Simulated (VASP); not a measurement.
Input of a VASP 6.6.1 run:

The input INCAR:

```
PREC     = Accurate       # precision mode
ENCUT    = 520            # plane-wave cutoff, eV
EDIFF    = 1E-6           # SCF threshold, eV
ISMEAR   = 0              # smearing method
SIGMA    = 0.1            # smearing width, eV
LREAL    = False          # projectors in reciprocal space
LASPH    = True           # aspherical terms in the spheres
NELM     = 60             # most SCF steps
ALGO     = Normal         # electronic algorithm
ISIF     = 2              # what is computed and relaxed
LWAVE    = False          # write WAVECAR
LCHARG   = True           # write CHGCAR
GGA      = PS             # functional
LELF     = True           # ELF
LVHAR    = True         
NBANDS   = 18             # bands
```

File KPOINTS:

```
Automatic mesh
0
Gamma
  12 12 12
```

Contents of POSCAR:

```
BiTe
1.0
    0.0000000000      3.1648571370      3.1648571370
    3.1648571370      0.0000000000      3.1648571370
    3.1648571370      3.1648571370      0.0000000000
Bi Te
1 1
Direct
    0.0000000000      0.0000000000      0.0000000000
    0.5000000000      0.5000000000      0.5000000000
```

Potentials or basis: VASP PAW PBE potentials, release 64 (Bi_d, Te).

Command:

```sh
$ cat potpaw_PBE.64/Bi_d/POTCAR potpaw_PBE.64/Te/POTCAR > POTCAR
$ mpirun -np 1 vasp_std > vasp.out
```

Problem. Predict the pressure.

Solution. 1.8 GPa.

Caveat: the PAW data sets were made with another functional, which shifts forces and pressure a little.
